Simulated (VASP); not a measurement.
# Mg (P6_3/mmc) in VASP: single point with HSE06

Aim: the single point of Mg with HSE06.

Program: VASP 6.6.1. These are calculated values, not measurements. Logs are shortened: lines on timing, memory, paths and dates and some standing lists are left out, and cuts for length are marked.

**1. The cell of the first run**

It takes space group P6_3/mmc (No. 194, hexagonal). The conventional cell has a = 3.189 Å, b = 3.189 Å, c = 5.108 Å, α = 90.00°, β = 90.00°, γ = 120.00°. Mg (site symmetry -6m2) has 12 Mg at 3.15 to 3.19 Å within 4.1 Å.

**2. Single point, HSE06**

POSCAR

```
Mg
1.0
    3.1887541805      0.0000000000      0.0000000000
   -1.5943770902      2.7615421267      0.0000000000
    0.0000000000      0.0000000000      5.1080891058
Mg
2
Direct
    0.3333333333      0.6666666667      0.2500000000
    0.6666666667      0.3333333333      0.7500000000
```

INCAR.step1

```
SYSTEM = Mg
PREC = Accurate
ENCUT = 520
EDIFF = 1E-5
ISMEAR = 0
SIGMA = 0.1
LREAL = .False.
LASPH = .True.
NELM = 80
ALGO = Normal
ISIF = 2
LWAVE = .True.
LCHARG = .False.
NBANDS = 9
GGA = PE
```

INCAR.step2

```
SYSTEM = Mg
PREC = Accurate
ENCUT = 520
EDIFF = 1E-7
ISMEAR = 0
SIGMA = 0.1
LREAL = .False.
LASPH = .True.
NELM = 80
ALGO = Normal
ISIF = 2
LWAVE = .False.
LCHARG = .False.
GGA = PE
LHFCALC = .True.
HFSCREEN = 0.2079
PRECFOCK = Normal
NBANDS = 9
ISTART = 1
```

KPOINTS

```
regular mesh
0
Gamma
  6 6 4
  0 0 0
```

Potentials or basis: VASP PAW PBE potentials, release 64 (Mg).

Command:

```sh
$ cat potpaw_PBE.64/Mg/POTCAR > POTCAR
$ cp INCAR.step1 INCAR
$ mpirun -np 1 vasp_std > vasp.out
$ cp INCAR.step2 INCAR
$ mpirun -np 1 vasp_std > vasp.out
```

OUTCAR:

```text
SYSTEM = Mg
   PREC = Accurate
   ENCUT = 520
   EDIFF = 1E-7
   ISMEAR = 0
   LREAL = .False.
   LASPH = .True.
   NELM = 80
   ISIF = 2
   GGA = PE
   LHFCALC = .True.
   HFSCREEN = 0.2079
   PRECFOCK = Normal
   ISTART = 1

 ion  position               nearest neighbor table
   1  0.333  0.667  0.250-   2 3.15   2 3.15   2 3.15   2 3.15   2 3.15   2 3.15
   2  0.667  0.333  0.750-   1 3.15   1 3.15   1 3.15   1 3.15   1 3.15   1 3.15

  LATTYP: Found a hexagonal cell.
 ALAT       =     3.1887541805
 C/A-ratio  =     1.6019074587

  Lattice vectors:

 A1 = (   3.1887541805,   0.0000000000,   0.0000000000)
 A2 = (  -1.5943770902,   2.7615421267,   0.0000000000)
 A3 = (   0.0000000000,   0.0000000000,   5.1080891058)

Analysis of symmetry for initial positions (statically):
=====================================================================
 Subroutine PRICEL returns:
 Original cell was already a primitive cell.

 Routine SETGRP: Setting up the symmetry group for a
 hexagonal supercell.

 Subroutine GETGRP returns: Found 24 space group operations
 (whereof 12 operations were pure point group operations)
 out of a pool of 24 trial point group operations.

The static configuration has the point symmetry D_3d.
 The point group associated with its full space group is D_6h.

Analysis of symmetry for dynamics (positions and initial velocities):
=====================================================================
 Subroutine PRICEL returns:
 Original cell was already a primitive cell.

 Routine SETGRP: Setting up the symmetry group for a
 hexagonal supercell.

 Subroutine GETGRP returns: Found 24 space group operations
 (whereof 12 operations were pure point group operations)
 out of a pool of 24 trial point group operations.

The dynamic configuration has the point symmetry D_3d.
 The point group associated with its full space group is D_6h.

 Subroutine INISYM returns: Found 24 space group operations
 (whereof 12 operations are pure point group operations),
 and found     1 'primitive' translations

----------------------------------------------------------------------------------------

                                     Primitive cell

  volume of cell :      44.9812

  direct lattice vectors                    reciprocal lattice vectors
     3.188754181  0.000000000  0.000000000     0.313602098  0.181058256  0.000000000
[... 96 lines left out ...]
   EFERMI =   0.00;   METHOD = LEGACY
   ISMEAR =     0;   SIGMA  =   0.10  broadening in eV -4-tet -1-fermi 0-gaus
   EFERMI_NEDOS =   21; number of points for ismear=-14 and -15
   IALGO  =     38    algorithm
   IMIX   =      1    mixing-type and parameters
     AMIX     =   0.40;   BMIX     =  1.00
     AMIX_MAG =   1.60;   BMIX_MAG =  1.00
  volume/ion in A,a.u.               =      22.49       151.77
  Fermi-wavevector in a.u.,A,eV,Ry     =   0.730720  1.380861  7.264858  0.533952
  Thomas-Fermi vector in A             =   1.822760
   LORBIT       =      0    0 simple, 1 ext, 2 COOP (PROOUT), +10 PAW based schemes
   GGA     = PE    functional components
   LHFCALC =     T    Hartree Fock is set to
   PRECFOCK=normal    Normal, Fast or Accurate (Low or Medium for compatibility)
   ENCUT4O =  -1.0   cutoff for four orbital integrals eV
   NKREDX  =     1    reduce k-point grid by
   NKREDY  =     1    reduce k-point grid by
   NKREDZ  =     1    reduce k-point grid by
   AEXX    =    0.2500 exact exchange contribution
   HFSCREEN=    0.2079 screening length (either q_TF or 0.3 A-1)
   HFSCREENC=   0.2079 screening length for correlation (either q_TF or 0.3 A-1)
   ENCUTFOCK=  -1.0 apply spherical cutoff to Coloumb kernel
   IVDW    =     0    specifies the selected vdW correction
   LEPSILON=     F    determine dielectric tensor
   LRPA    =     F    only Hartree local field effects (RPA)
 non-spin polarized calculation
 Gauss-broadening in eV      SIGMA  =   0.10
  energy-cutoff  :      520.00
  volume of cell :       44.98
 maximum number of plane-waves:      1226
 NGX is ok and might be reduce to    24
  NGX = 18; NGY = 18; NGZ = 30

 number of electron       4.0000000 magnetization

 Free energy of the ion-electron system (eV)
  ---------------------------------------------------
  ext. energy  EPLUGINS =         0.00000000
  ---------------------------------------------------
  free energy    TOTEN  =        -2.98219830 eV

  energy without entropy =       -2.97609150  energy(sigma->0) =       -2.97914490

 E-fermi :   2.5411     XC(G=0):  -7.1349

 val. band max:        2.5138603731   @ k =   0.3333   0.1667   0.0000
 cond. band min:       2.5995452844   @ k =   0.1667   0.1667   0.0000
 fundamental gap:      0.0856849113
 Fermi energy:         2.5410588360

 k-point     1 :       0.0000    0.0000    0.0000
  band No.  band energies     occupation
      1      -5.3860      2.00000
      2       0.8434      2.00000
      3       1.4984      2.00000
      4      14.4429      0.00000
      5      14.4429      0.00000
      6      14.6018      0.00000
      7      14.6018      0.00000
      8      15.5459      0.00000
      9      17.0596      0.00000
[... 229 lines left out ...]
 k-point    21 :       0.3333    0.3333    0.5000
  band No.  band energies     occupation
      1       4.1466      0.00000
      2       4.1466      0.00000
      3       4.5739      0.00000
      4       4.5739      0.00000
      5       5.5093      0.00000
      6       5.5093      0.00000
      7      15.2471      0.00000
      8      15.2471      0.00000
      9      15.3312      0.00000

------------------------ aborting loop because EDIFF is reached ----------------------------------------

  FORCE on cell =-STRESS in cart. coord.  units (eV):
  Direction    XX          YY          ZZ          XY          YZ          ZX
  --------------------------------------------------------------------------------------
  -------------------------------------------------------------------------------------
  Total        0.2339439      0.2339439      0.0925393      0.0000000      0.0000000      0.0000000
  in kB        8.3328017      8.3328017      3.2961388      0.0000000      0.0000000      0.0000000
  external PRESSURE =       6.6539141 kB  Pullay stress =       0.0000000 kB

 VOLUME and BASIS-vectors are now :
 -----------------------------------------------------------------------------
  energy-cutoff  :      520.00
  volume of cell :       44.98
      direct lattice vectors                 reciprocal lattice vectors
     3.188754181  0.000000000  0.000000000     0.313602098  0.181058256  0.000000000
    -1.594377090  2.761542127  0.000000000     0.000000000  0.362116511  0.000000000
     0.000000000  0.000000000  5.108089106     0.000000000  0.000000000  0.195767924

 POSITION                                       TOTAL-FORCE (eV/Angst)
 -----------------------------------------------------------------------------------
     -0.00000      1.84103      1.27702        -0.000000      0.000000      0.000000
      1.59438      0.92051      3.83107         0.000000      0.000000     -0.000000
 -----------------------------------------------------------------------------------
    total drift:                                0.000011     -0.000006     -0.000000

  FREE ENERGIE OF THE ION-ELECTRON SYSTEM (eV)
  ---------------------------------------------------
  free  energy   TOTEN  =        -2.9821983048 eV

  energy  without entropy=       -2.9760914957  energy(sigma->0) =       -2.97914490
```

OUTCAR.step1:

```text
SYSTEM = Mg
   PREC = Accurate
   ENCUT = 520
   EDIFF = 1E-5
   ISMEAR = 0
   LREAL = .False.
   LASPH = .True.
[... 471 lines left out ...]
     -0.00000      1.84103      1.27702        -0.000000      0.000000      0.000000
      1.59438      0.92051      3.83107         0.000000      0.000000      0.000000
 -----------------------------------------------------------------------------------
    total drift:                                0.000000     -0.000000      0.000000

  FREE ENERGIE OF THE ION-ELECTRON SYSTEM (eV)
  ---------------------------------------------------
  free  energy   TOTEN  =        -2.9478981789 eV

  energy  without entropy=       -2.9407237095  energy(sigma->0) =       -2.94431094
```

OSZICAR.step1:

```text
N       E                     dE             d eps       ncg     rms          rms(c)
DAV:   1    -0.215028656177E+00   -0.21503E+00   -0.13111E+03   378   0.314E+02
DAV:   2    -0.292113765233E+01   -0.27061E+01   -0.25734E+01   482   0.282E+01
DAV:   3    -0.296138435034E+01   -0.40247E-01   -0.40170E-01   535   0.285E+00
DAV:   4    -0.296145268063E+01   -0.68330E-04   -0.68327E-04   451   0.120E-01
DAV:   5    -0.296145295667E+01   -0.27604E-06   -0.27589E-06   506   0.726E-03    0.965E-01
DAV:   6    -0.295533118934E+01    0.61218E-02   -0.53573E-04   420   0.186E-01    0.617E-01
DAV:   7    -0.294788818474E+01    0.74430E-02   -0.20787E-03   403   0.320E-01    0.336E-02
DAV:   8    -0.294789929920E+01   -0.11114E-04   -0.13783E-05   523   0.228E-02    0.761E-03
DAV:   9    -0.294789817888E+01    0.11203E-05   -0.12116E-06   229   0.536E-03
   1 F= -.29478982E+01 E0= -.29443109E+01  d E =-.717447E-02
```

It took 4.8 min on 1 thread of Intel Xeon Platinum 8488C (Sapphire Rapids), shared host; peak memory 0.26 GiB.

What came out:

```yaml
Free_energy: -2.9822 eV
Pressure: 0.7 GPa
Band_gap_on_the_k_mesh: zero (band 2 reaches 4.15 eV, above the bottom of band 3 at 1.50 eV)
```

Stress tensor (GPa, compression positive):
```
0.83 0.00 0.00
0.00 0.83 0.00
0.00 0.00 0.33
```

Caveat: the k points lie up to 0.38 Å⁻¹ apart; the PAW data sets were made with another functional, which shifts forces and pressure a little.
